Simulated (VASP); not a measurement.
A run of VASP 6.6.1:

File INCAR:

```
SYSTEM = Ce
PREC = Accurate
ENCUT = 520
EDIFF = 1E-7
ISMEAR = -1
SIGMA = 0.05
LREAL = .False.
LASPH = .True.
NELM = 150
ALGO = Normal
ISIF = 2
LWAVE = .False.
LCHARG = .False.
ISPIN = 2
MAGMOM = 1
LORBIT = 11
LMAXMIX = 6
GGA = RP
NBANDS = 16
```

KPOINTS

```
regular mesh
0
Gamma
  15 15 15
  0 0 0
```

POSCAR

```
Ce
1.0
    0.0000000000      2.3409911851      2.3409911851
    2.3409911851      0.0000000000      2.3409911851
    2.3409911851      2.3409911851      0.0000000000
Ce
1
Direct
    0.0000000000      0.0000000000      0.0000000000
```

Potentials or basis: VASP PAW PBE potentials, release 64 (Ce).

The run is started by

```bash
$ cat potpaw_PBE.64/Ce/POTCAR > POTCAR
$ mpirun -np 1 vasp_std > vasp.out
```

Hardware: 1 thread of Oxide Virtual Turin-like Processor, with other jobs on the host.

How long does it take, and how much memory?

It took 3 min on 1 thread of Oxide Virtual Turin-like Processor, on a shared host, peak memory 0.21 GiB. Counts: scf iterations 17, k points 120.
